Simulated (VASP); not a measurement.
Crystal: Mo.

```
CELL_PARAMETERS angstrom
2.90556 0.02198 -0.20844
-1.43375 2.18960 0.11385
-0.18942 0.01011 2.52668
ATOMIC_POSITIONS crystal
Mo 0.00000 0.00000 0.50000
```

```yaml
Program: VASP 6.6.1
Task: relaxation of cell and atoms
Functional: PBEsol
Potentials_or_basis: VASP PAW PBE potentials, release 64 (Mo_sv)
Cutoff: 600 eV
k_mesh: 12 × 12 × 14
Occupations: gaussian, width 0.15 eV
Spin: no spin polarisation
```

At the start: pressure 3.0 GPa; volume 16.07 Å³/atom.

Problem. Where does the relaxation end?

Solution. Over 22 steps the energy falls by 786.0 meV/atom and the volume is 15.35 Å³/atom (-4.4 %); space group C2/m (No. 12, to 0.1 Å) before, Im-3m (No. 229, to 0.1 Å).

The path:
```tsv
step	energy change (eV)	largest force (eV/Å)	pressure (GPa)	volume (Å³)
1	0.0000	0.0000	2.98	16.07
2	-0.2467	0.0000	-9.75	16.68
3	-0.5178	0.0000	-27.08	17.51
4	-0.5155	0.0000	-23.54	17.30
5	-0.5775	0.0000	-22.86	17.13
6	-0.6911	0.0000	-17.64	16.54
7	-0.6952	0.0000	-16.28	16.43
8	-0.7330	0.0000	-12.02	16.11
9	-0.7748	0.0000	-0.88	15.41
10	-0.7758	0.0000	1.62	15.28
11	-0.7758	0.0000	1.00	15.30
12	-0.7789	0.0000	0.83	15.32
13	-0.7846	0.0000	0.05	15.35
14	-0.7795	0.0000	-0.86	15.41
15	-0.7853	0.0000	-0.17	15.37
16	-0.7857	0.0000	-0.03	15.36
17	-0.7860	0.0000	0.17	15.34
18	-0.7860	0.0000	0.23	15.34
19	-0.7860	0.0000	0.25	15.34
20	-0.7860	0.0000	0.26	15.34
21	-0.7860	0.0000	-0.15	15.36
22	-0.7860	0.0000	0.03	15.35
```

Final structure:
```xyz
1
Lattice="2.9763 0.0056 -0.9556 -1.4928 2.2131 0.4759 -0.8034 0.0004 2.5861" Properties=species:S:1:pos:R:3 pbc="T T T"
Mo   -0.4017    0.0002    1.2931
```

Caveat: the PAW data sets were made with another functional, which shifts forces and pressure a little.
